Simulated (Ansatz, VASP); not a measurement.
**Al6H in VASP and in Ansatz**

The input INCAR:

```
SYSTEM = Al6H
PREC = Accurate
ENCUT = 520
EDIFF = 1E-7
ISMEAR = 0
SIGMA = 0.1
LREAL = .False.
LASPH = .True.
NELM = 60
ALGO = Normal
ISIF = 2
LWAVE = .False.
LCHARG = .False.
LDIPOL = .True.
IDIPOL = 3
DIPOL = 0.5 0.5 0.310
GGA = PE
NBANDS = 32
```

File KPOINTS:

```
Automatic mesh
0
Gamma
  6 6 1
  0 0 0
```

File POSCAR:

```
Al6H
1.0
    5.7135165837      0.0000000000      0.0000000000
   -2.8567582918      4.9480505064      0.0000000000
    0.0000000000      0.0000000000     22.6013782090
Al H
12 2
Direct
    0.3333333333      0.1666666667      0.1769803577
    0.3333333333      0.6666666667      0.1769803577
    0.8333333333      0.1666666667      0.1769803577
    0.8333333333      0.6666666667      0.1769803577
    0.1666666667      0.3333333333      0.2787759109
    0.1666666667      0.8333333333      0.2787759109
    0.6666666667      0.3333333333      0.2787759109
    0.6666666667      0.8333333333      0.2787759109
    0.0000000000      0.0000000000      0.3805687480
    0.0000000000      0.5000000000      0.3805687480
    0.5000000000      0.0000000000      0.3805687480
    0.5000000000      0.5000000000      0.3805687480
    0.1931173437      0.5000000000      0.4956059805
    0.3068826563      0.5000000000      0.4956059805
```

Input for Ansatz:

```yaml
crystal:
  lattice:
    - [5.7135165837, 0.0, 0.0]
    - [-2.8567582918, 4.9480505064, 0.0]
    - [0.0, 0.0, 22.601378209]
  atoms:
    - { symbol: Al, position: [0.3333333333, 0.1666666667, 0.1769803577] }
    - { symbol: Al, position: [0.3333333333, 0.6666666667, 0.1769803577] }
    - { symbol: Al, position: [0.8333333333, 0.1666666667, 0.1769803577] }
    - { symbol: Al, position: [0.8333333333, 0.6666666667, 0.1769803577] }
    - { symbol: Al, position: [0.1666666667, 0.3333333333, 0.2787759109] }
    - { symbol: Al, position: [0.1666666667, 0.8333333333, 0.2787759109] }
    - { symbol: Al, position: [0.6666666667, 0.3333333333, 0.2787759109] }
    - { symbol: Al, position: [0.6666666667, 0.8333333333, 0.2787759109] }
    - { symbol: Al, position: [0.0, 0.0, 0.380568748] }
    - { symbol: Al, position: [0.0, 0.5, 0.380568748] }
    - { symbol: Al, position: [0.5, 0.0, 0.380568748] }
    - { symbol: Al, position: [0.5, 0.5, 0.380568748] }
    - { symbol: H, position: [0.1931173437, 0.5, 0.4956059805] }
    - { symbol: H, position: [0.3068826563, 0.5, 0.4956059805] }
basis:
  ecutwfc: 420
kpoints:
  mp_grid: { grid: [6, 6, 1] }
hamiltonian:
  xc: pbe
  pseudopotentials: { kind: paw, azcp: { folder: soft_1 } }
scf:
  occupations: { method: gaussian, width: 0.1 }
output:
  forces: true
  eigenvalues: true
efield:
  axis: 3
  dipole_correction: true
  ramp_width: 0.04
```

Alike in both runs: task single point; functional PBE; k mesh 6 × 6 × 1; occupations gaussian, width 0.1 eV; no spin polarisation.

|  | VASP | Ansatz |
| --- | --- | --- |
| version | VASP 6.6.1 | Ansatz 0.2.0 |
| potentials or method | VASP PAW PBE potentials, release 64 (Al, H), cutoff 520 eV | scalar-relativistic, plane waves, PAW |
| valence electrons in the cell | 38 | 38 |

```tsv
	VASP	Ansatz	Ansatz less VASP
gap on the k mesh at the Fermi level (eV)	none	none	-
rms of the force components (eV/Å)	1.081	1.074	-0.0074
```

Atom by atom the forces differ by 0.007 eV/Å (rms over components). A gap of «none» marks a metal or a gap that the smearing closes. With one functional, cell and mesh, what is left measures potentials, basis and numerics.
